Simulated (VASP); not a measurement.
# Sc (P6_3/mmc) in VASP: notebook

Sc is run at these levels: LDA; tasks: single point.

Program: VASP 6.6.1. These are calculated values, not measurements. Logs are shortened: lines on timing, memory, paths and dates and some standing lists are left out, and cuts for length are marked.

### 1 The cell of the first run

The structure is hexagonal, space group P6_3/mmc (No. 194). The conventional cell has a = 3.291 Å, b = 3.291 Å, c = 5.333 Å, α = 90.00°, β = 90.00°, γ = 120.00°. Within 4.3 Å of Sc (site symmetry -6m2) lie 12 Sc at 3.27 to 3.29 Å.

### 2 Single point, LDA

Input file INCAR:

```
SYSTEM = Sc
  PREC = Accurate
  ENCUT = 520
  EDIFF = 1E-6
  ISMEAR = 0
  SIGMA = 0.1
  LREAL = .False.
  LASPH = .True.
  NELM = 60
  ALGO = Normal
  ISIF = 2
  LWAVE = .False.
  LCHARG = .False.
  NBANDS = 18
```

Input file KPOINTS:

```
regular mesh
0
Gamma
  6 6 4
  0 0 0
```

Input file POSCAR:

```
Sc
1.0
    3.2912249500      0.0000000000      0.0000000000
   -1.6456124800      2.8502844200      0.0000000000
    0.0000000000      0.0000000000      5.3325723900
Sc
2
Direct
    0.3333333300      0.6666666700      0.2500000000
    0.6666666700      0.3333333300      0.7500000000
```

Potentials or basis: VASP PAW LDA potentials, release 64 (Sc_sv).

On the command line:

```bash
$ cat potpaw_LDA.64/Sc_sv/POTCAR > POTCAR
$ mpirun -np 1 vasp_std > vasp.out
```

OUTCAR:

```text
SYSTEM = Sc
   PREC = Accurate
   ENCUT = 520
   EDIFF = 1E-6
   ISMEAR = 0
   LREAL = .False.
   LASPH = .True.
   NELM = 60
   ISIF = 2

 ion  position               nearest neighbor table
   1  0.333  0.667  0.250-   2 3.27   2 3.27   2 3.27   2 3.27   2 3.27   2 3.27
   2  0.667  0.333  0.750-   1 3.27   1 3.27   1 3.27   1 3.27   1 3.27   1 3.27

  LATTYP: Found a hexagonal cell.
 ALAT       =     3.2912249500
 C/A-ratio  =     1.6202394157

  Lattice vectors:

 A1 = (   3.2912249500,   0.0000000000,   0.0000000000)
 A2 = (  -1.6456124800,   2.8502844200,   0.0000000000)
 A3 = (   0.0000000000,   0.0000000000,   5.3325723900)

Analysis of symmetry for initial positions (statically):
=====================================================================
 Subroutine PRICEL returns:
 Original cell was already a primitive cell.

 Routine SETGRP: Setting up the symmetry group for a
 hexagonal supercell.

 Subroutine GETGRP returns: Found 24 space group operations
 (whereof 12 operations were pure point group operations)
 out of a pool of 24 trial point group operations.

The static configuration has the point symmetry D_3d.
 The point group associated with its full space group is D_6h.

Analysis of symmetry for dynamics (positions and initial velocities):
=====================================================================
 Subroutine PRICEL returns:
 Original cell was already a primitive cell.

 Routine SETGRP: Setting up the symmetry group for a
 hexagonal supercell.

 Subroutine GETGRP returns: Found 24 space group operations
 (whereof 12 operations were pure point group operations)
 out of a pool of 24 trial point group operations.

The dynamic configuration has the point symmetry D_3d.
 The point group associated with its full space group is D_6h.

 Subroutine INISYM returns: Found 24 space group operations
 (whereof 12 operations are pure point group operations),
 and found     1 'primitive' translations

----------------------------------------------------------------------------------------

                                     Primitive cell

  volume of cell :      50.0245

  direct lattice vectors                    reciprocal lattice vectors
     3.291224950  0.000000000  0.000000000     0.303838241  0.175421091  0.000000000
    -1.645612480  2.850284420  0.000000000     0.000000000  0.350842180  0.000000000
     0.000000000  0.000000000  5.332572390     0.000000000  0.000000000  0.187526756

  length of vectors
     3.291224950  3.291224956  5.332572390     0.350842181  0.350842180  0.187526756

  position of ions in fractional coordinates (direct lattice)
     0.333333330  0.666666670  0.250000000
     0.666666670  0.333333330  0.750000000

  ion indices of the primitive-cell ions
   primitive index   ion index
                 1           1
                 2           2

----------------------------------------------------------------------------------------

 KPOINTS: regular mesh

Automatic generation of k-mesh.
 Grid dimensions read from file:
 generate k-points for:    6    6    4

 Generating k-lattice:

  Cartesian coordinates                     Fractional coordinates (reciprocal lattice)
     0.050639707  0.029236848  0.000000000     0.166666667  0.000000000  0.000000000
     0.000000000  0.058473697  0.000000000     0.000000000  0.166666667  0.000000000
     0.000000000  0.000000000  0.046881689     0.000000000  0.000000000  0.250000000

  Length of vectors
     0.058473697  0.058473697  0.046881689

  Shift w.r.t. Gamma in fractional coordinates (k-lattice)
     0.000000000  0.000000000  0.000000000

 Subroutine IBZKPT returns following result:
 ===========================================

 Found     21 irreducible k-points:

 Following reciprocal coordinates:
            Coordinates               Weight
  0.000000  0.000000  0.000000      1.000000
  0.166667  0.000000  0.000000      6.000000
  0.333333  0.000000  0.000000      6.000000
  0.500000  0.000000  0.000000      3.000000
  0.166667  0.166667  0.000000      6.000000
  0.333333  0.166667  0.000000     12.000000
[... 13 lines left out ...]
  0.333333  0.166667  0.500000     12.000000
  0.333333  0.333333  0.500000      2.000000
   k-points           NKPTS =     21   k-points in BZ     NKDIM =     21   number of bands    NBANDS=     18
   number of dos      NEDOS =    301   number of ions     NIONS =      2
   total plane-waves  NPLWV =  23040
   dimension x,y,z NGX =    24 NGY =   24 NGZ =   40
   dimension x,y,z NGXF=    48 NGYF=   48 NGZF=   80
   ions per type =               2
   NGX,Y,Z   is equivalent  to a cutoff of  12.12, 12.12, 12.47 a.u.
   NGXF,Y,Z  is equivalent  to a cutoff of  24.25, 24.25, 24.94 a.u.
 SYSTEM =  Sc
   PREC   = accura    normal or accurate (medium, high low for compatibility)
   ISTART =      0    job   : 0-new  1-cont  2-samecut
   ICHARG =      2    charge: 1-file 2-atom 10-const
   ISPIN  =      1    spin polarized calculation?
   LNONCOLLINEAR =      F non collinear calculations
   LSORBIT =      F    spin-orbit coupling
   LASPH  =      T    aspherical Exc in radial PAW
   ENCUT  =  520.0 eV  38.22 Ry    6.18 a.u.   6.12  6.12  9.92*2*pi/ulx,y,z
   NELM   =     60;   NELMIN=  2; NELMDL= -5     # of ELM steps
   EDIFF  = 0.1E-05   stopping-criterion for ELM
   LREAL  =      F    real-space projection
   EDIFFG = 0.1E-04   stopping-criterion for IOM
   NSW    =      0    number of steps for IOM
   IBRION =     -1    ionic relax: 0-MD 1-quasi-New 2-CG
   NFREE  =      0    steps in history (QN), initial steepest desc. (CG)
   ISIF   =      2    stress and relaxation
   ISYM   =      2    0-nonsym 1-usesym 2-fastsym
   POTIM  = 0.5000    time-step for ionic-motion
   TEBEG  =    0.0;   TEEND  =   0.0 temperature during run
   PSTRESS=    0.0 pullay stress
   NELECT =      22.0000    total number of electrons
   NUPDOWN=      -1.0000    fix difference up-down
   EMIN   =  10.00;   EMAX   =-10.00  energy-range for DOS
   EFERMI =   0.00;   METHOD = LEGACY
   ISMEAR =     0;   SIGMA  =   0.10  broadening in eV -4-tet -1-fermi 0-gaus
   EFERMI_NEDOS =   21; number of points for ismear=-14 and -15
   IALGO  =     38    algorithm
   IMIX   =      4    mixing-type and parameters
     AMIX     =   0.40;   BMIX     =  1.00
     AMIX_MAG =   1.60;   BMIX_MAG =  1.00
  volume/ion in A,a.u.               =      25.01       168.79
  Fermi-wavevector in a.u.,A,eV,Ry     =   1.244959  2.352630 21.087965  1.549922
  Thomas-Fermi vector in A             =   2.379202
   LORBIT       =      0    0 simple, 1 ext, 2 COOP (PROOUT), +10 PAW based schemes
   GGA     = CA    functional components
   LHFCALC =     F    Hartree Fock is set to
   AEXX    =    0.0000 exact exchange contribution
   IVDW    =     0    specifies the selected vdW correction
   LEPSILON=     F    determine dielectric tensor
   LRPA    =     F    only Hartree local field effects (RPA)
 non-spin polarized calculation
 Gauss-broadening in eV      SIGMA  =   0.10
  energy-cutoff  :      520.00
  volume of cell :       50.02
 maximum number of plane-waves:      1364
   NGX = 13   NGY = 13   NGZ = 19

 number of electron      22.0000012 magnetization

 Free energy of the ion-electron system (eV)
  ---------------------------------------------------
  ext. energy  EPLUGINS =         0.00000000
  ---------------------------------------------------
  free energy    TOTEN  =       -13.36645710 eV

  energy without entropy =      -13.34710148  energy(sigma->0) =      -13.35677929

 E-fermi :   3.3977     XC(G=0): -10.0838

 val. band max:        3.3950406861   @ k =   0.1667   0.0000   0.0000
 cond. band min:       3.4031553708   @ k =   0.5000   0.0000   0.5000
 fundamental gap:      0.0081146847
 Fermi energy:         3.3977172658

 k-point     1 :       0.0000    0.0000    0.0000
  band No.  band energies     occupation
      1     -45.4785      2.00000
      2     -45.4177      2.00000
      3     -24.6148      2.00000
      4     -24.2960      2.00000
      5     -24.2960      2.00000
      6     -24.2426      2.00000
[... 10 lines left out ...]
     17       5.7402      0.00000
     18       5.7402      0.00000

 k-point     2 :       0.1667    0.0000    0.0000
  band No.  band energies     occupation
      1     -45.4654      2.00000
      2     -45.4119      2.00000
      3     -24.5810      2.00000
      4     -24.3685      2.00000
      5     -24.3187      2.00000
      6     -24.3166      2.00000
[... 10 lines left out ...]
     17       5.4401      0.00000
     18       5.6908      0.00000

 k-point     3 :       0.3333    0.0000    0.0000
  band No.  band energies     occupation
      1     -45.4372      2.00000
      2     -45.4023      2.00000
      3     -24.5152      2.00000
      4     -24.4996      2.00000
      5     -24.4573      2.00000
      6     -24.3616      2.00000
[... 10 lines left out ...]
     17       6.4285      0.00000
     18       6.6097      0.00000

 k-point     4 :       0.5000    0.0000    0.0000
  band No.  band energies     occupation
      1     -45.4201      2.00000
      2     -45.4003      2.00000
      3     -24.5889      2.00000
      4     -24.5248      2.00000
      5     -24.4401      2.00000
      6     -24.3822      2.00000
[... 312 lines left out ...]
      4     -24.5027      2.00000
      5     -24.3466      2.00000
      6     -24.3466      2.00000
[... 10 lines left out ...]
     17       6.6975      0.00000
     18       6.8819      0.00000

 k-point    20 :       0.3333    0.1667    0.5000
  band No.  band energies     occupation
      1     -45.4102      2.00000
      2     -45.4102      2.00000
      3     -24.5725      2.00000
      4     -24.5725      2.00000
      5     -24.3942      2.00000
      6     -24.3942      2.00000
[... 10 lines left out ...]
     17       7.0424      0.00000
     18       7.0426      0.00000

 k-point    21 :       0.3333    0.3333    0.5000
  band No.  band energies     occupation
      1     -45.4055      2.00000
      2     -45.4055      2.00000
      3     -24.5447      2.00000
      4     -24.5447      2.00000
      5     -24.4689      2.00000
      6     -24.4689      2.00000
[... 10 lines left out ...]
     17       6.9328      0.00000
     18       6.9328      0.00000

------------------------ aborting loop because EDIFF is reached ----------------------------------------

  FORCE on cell =-STRESS in cart. coord.  units (eV):
  Direction    XX          YY          ZZ          XY          YZ          ZX
  --------------------------------------------------------------------------------------
  -------------------------------------------------------------------------------------
  Total       -1.3159518     -1.3159518     -2.3604146      0.0000000     -0.0000000      0.0000000
  in kB      -42.1471342    -42.1471343    -75.5990519      0.0000001     -0.0000000      0.0000000
  external PRESSURE =     -53.2977735 kB  Pullay stress =       0.0000000 kB

 VOLUME and BASIS-vectors are now :
 -----------------------------------------------------------------------------
  energy-cutoff  :      520.00
  volume of cell :       50.02
      direct lattice vectors                 reciprocal lattice vectors
     3.291224950  0.000000000  0.000000000     0.303838241  0.175421091  0.000000000
    -1.645612480  2.850284420  0.000000000     0.000000000  0.350842180  0.000000000
     0.000000000  0.000000000  5.332572390     0.000000000  0.000000000  0.187526756

 POSITION                                       TOTAL-FORCE (eV/Angst)
 -----------------------------------------------------------------------------------
     -0.00000      1.90019      1.33314         0.000000      0.000000      0.000000
      1.64561      0.95009      3.99943        -0.000000      0.000000      0.000000
 -----------------------------------------------------------------------------------
    total drift:                               -0.000006      0.000003     -0.000000

  FREE ENERGIE OF THE ION-ELECTRON SYSTEM (eV)
  ---------------------------------------------------
  free  energy   TOTEN  =       -13.3664570979 eV

  energy  without entropy=      -13.3471014787  energy(sigma->0) =      -13.35677929
```

Run time: 6.2 s. Hardware: 1 thread of Intel Xeon 6975P-C (Granite Rapids), shared host; peak memory 0.14 GiB.

What came out:

* Free energy: -13.3665 eV
* Pressure: -5.3 GPa
* Band gap on the k mesh: zero (band 11 reaches 4.18 eV, above the bottom of band 12 at 2.93 eV)

Levels at points of the mesh, in eV from the Fermi level:
| k point | band 7 | band 8 | band 9 | band 10 | band 11 | band 12 | band 13 | band 14 | band 15 | band 16 |
| --- | --- | --- | --- | --- | --- | --- | --- | --- | --- | --- |
| (0.00, 0.00, 0.00) | -27.64 | -27.62 | -5.08 | -1.73 | 0.39 | 1.52 | 1.52 | 1.54 | 1.90 | 1.90 |
| (0.50, 0.00, 0.00) | -27.71 | -27.69 | -1.57 | -1.05 | -0.73 | -0.23 | 1.12 | 1.39 | 1.63 | 3.70 |
| (0.00, 0.00, 0.50) | -27.67 | -27.67 | -3.63 | -3.63 | 0.78 | 0.78 | 1.48 | 1.48 | 1.48 | 1.48 |
| (0.50, 0.00, 0.50) | -27.72 | -27.72 | -1.48 | -1.48 | 0.01 | 0.01 | 1.24 | 1.24 | 2.35 | 2.35 |

Caveat: the k points lie up to 0.37 Å⁻¹ apart.

(Continued in part 2 of 2.)
